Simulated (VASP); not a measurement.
Crystal: CsH.

```
Cs H
1.0
     3.95747    0.00000    0.00000
    -1.97874    3.42727    0.00000
     0.00000    0.00000    6.45068
Cs H
2 2
Direct
  0.00000 0.00000 0.00000
  0.00000 0.00000 0.50000
  0.33333 0.66667 0.25000
  0.66667 0.33333 0.75000
```

* Program: VASP 6.6.1
* Task: relaxation of cell and atoms
* Functional: PBE
* Potentials or basis: VASP PAW PBE potentials, release 64 (Cs_sv, H)
* Cutoff: 600 eV
* k mesh: 6 × 6 × 4
* Occupations: fermi-dirac, width 0.02 eV
* Spin: no spin polarisation

At the start: pressure 10.6 GPa; volume 21.87 Å³/atom.

Question: Where does the relaxation end?

Answer: Over 13 steps the energy falls by 291.4 meV/atom and the volume is 33.33 Å³/atom (+52.4 %); space group P6_3/mmc (No. 194, to 0.1 Å) before and after.

The path:
```csv
step,energy change (eV),largest force (eV/Å),pressure (GPa),volume (Å³)
1,0.0000,0.0000,10.58,87.49
2,-0.9201,0.0000,3.41,106.95
3,-1.1153,0.0000,1.28,119.55
4,-1.0883,0.0000,-0.89,147.36
5,-1.1573,0.0000,0.03,131.93
6,-1.1578,0.0000,0.13,130.49
7,-1.1575,0.0000,0.22,129.53
8,-1.1611,0.0000,0.19,130.34
9,-1.1652,0.0000,0.06,132.73
10,-1.1652,0.0000,0.06,132.52
11,-1.1652,0.0000,0.08,132.46
12,-1.1654,0.0000,0.03,133.03
13,-1.1654,0.0000,0.00,133.31
```

Final structure:
```xyz
4
Lattice="4.4179 0.0000 0.0000 -2.2089 3.8260 0.0000 0.0000 0.0000 7.8868" Properties=species:S:1:pos:R:3 pbc="T T T"
Cs    0.0000    0.0000    0.0000
Cs    0.0000    0.0000    3.9434
H     0.0000    2.5507    1.9717
H     2.2089    1.2753    5.9151
```

Caveat: the volume moved by over 15 % at a fixed basis, so the end points are rough.
